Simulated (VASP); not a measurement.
**Au: single point with revPBE**

The system is Au.

```
Au
1.0
     0.00000    3.15713    3.15713
     3.15713    0.00000    3.15713
     3.15713    3.15713    0.00000
Au
2
Direct
  0.12500 0.12500 0.12500
  0.87500 0.87500 0.87500
```

This cell differs from its parent crystal: volume scaled by 1.04.

```json
{
  "Program": "VASP 6.6.1",
  "Task": "single point",
  "Functional": "revPBE",
  "Potentials or basis": "VASP PAW PBE potentials, release 64 (Au)",
  "Cutoff": "520 eV",
  "k mesh": "14 × 14 × 14",
  "Occupations": "fermi-dirac, width 0.1 eV",
  "Spin": "no spin polarisation"
}
```

```
Pressure               : -1.5 GPa
Band gap on the k mesh : zero (band 11 reaches 2.46 eV, above the bottom of band 12 at 1.81 eV)
```

Levels at points of the mesh, in eV from the Fermi level:
```csv
k point,band 8,band 9,band 10,band 11,band 12,band 13,band 14,band 15
"(0.00, 0.00, 0.00)",-2.15,-2.15,-1.34,-1.34,7.82,8.95,8.95,8.95
"(0.50, 0.00, 0.00)",-1.97,-1.43,-1.43,-0.50,-0.49,6.45,6.45,8.03
"(0.50, 0.50, 0.00)",-2.57,-1.29,-1.29,0.17,0.17,3.79,3.79,7.75
```

Run time: 91 s on 1 thread of Intel(R) Xeon(R) Platinum 8488C (Sapphire Rapids) (shared host), peak memory 0.26 GiB.

Caveat: the PAW data sets were made with another functional, which shifts forces and pressure a little; spin-orbit coupling is left out, which moves the levels of the heavy elements.
